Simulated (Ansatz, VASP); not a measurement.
**NaF: VASP beside Ansatz**

The input INCAR:

```
SYSTEM = NaF
ALGO     = Normal         ! electronic algorithm
EDIFF    = 1E-6           ! SCF threshold, eV
ENCUT    = 520            ! plane-wave cutoff, eV
GGA      = PE             ! functional
ISIF     = 2              ! what is computed and relaxed
ISMEAR   = -1             ! smearing method
LASPH    = .TRUE.         ! aspherical terms in the spheres
LCHARG   = .FALSE.        ! write CHGCAR
LREAL    = .FALSE.        ! projectors in reciprocal space
LWAVE    = .FALSE.        ! write WAVECAR
NBANDS   = 14             ! bands
NELM     = 80             ! most SCF steps
PREC     = Accurate       ! precision mode
SIGMA    = 0.02           ! smearing width, eV
```

The input KPOINTS:

```
k-points
0
G
  10 10 10
  0 0 0
```

POSCAR

```
NaF
1.0
    0.0000000000      2.2971680800      2.2971680800
    2.2282530376      0.0000000000      2.2971680800
    2.2282530376      2.2971680800      0.0000000000
Na F
1 1
Direct
    0.0000000000      0.0000000000      0.0000000000
    0.5000000000      0.5000000000      0.5000000000
```

Input for Ansatz:

```yaml
crystal:
  lattice:
    - [0.0, 2.29716808, 2.29716808]
    - [2.2282530376, 0.0, 2.29716808]
    - [2.2282530376, 2.29716808, 0.0]
  atoms:
    - { symbol: Na, position: [0.0, 0.0, 0.0] }
    - { symbol: F, position: [0.5, 0.5, 0.5] }
kpoints:
  mp_grid: { grid: [10, 10, 10] }
  band_path:
    path:
      - [0.0, 0.0, 0.0]
      - [0.5, 0.0, 0.5]
      - [0.625, 0.25, 0.625]
      - [0.375, 0.375, 0.75]
      - [0.5, 0.5, 0.5]
      - [0.5, 0.25, 0.75]
    npoints: 1
hamiltonian:
  xc: pbe
scf:
  occupations: { method: fermi_dirac, width: 0.02 }
  n_extra_bands: 4
output:
  forces: true
  stress: true
  eigenvalues: true
```

Change from the starting cell: uniaxial_x strain -3.0%.

Alike in both runs: task single point; functional PBE; k mesh 10 × 10 × 10; occupations fermi-dirac, width 0.02 eV; no spin polarisation.

|  | VASP | Ansatz |
| --- | --- | --- |
| version | VASP 6.6.1 | Ansatz 0.2.0 |
| potentials or method | VASP PAW PBE potentials, release 64 (Na_pv, F) | plane waves, PAW |
| plane-wave cutoff (eV) | 520 | 420 |
| valence electrons in the cell | 14 | 16 |

```csv
,VASP,Ansatz,Ansatz less VASP
gap on the k mesh at the Fermi level (eV),6.61,6.63,+0.018
pressure (GPa),5.7,5.7,+0.07
"traceless stress, the component that is largest in VASP (GPa)",2.55,2.47,-0.086
```

With one functional, cell and mesh, what is left measures potentials, basis and numerics. VASP's potentials hold 14 valence electrons a cell and Ansatz's 16, so a difference there can come from the potentials and not from the codes.
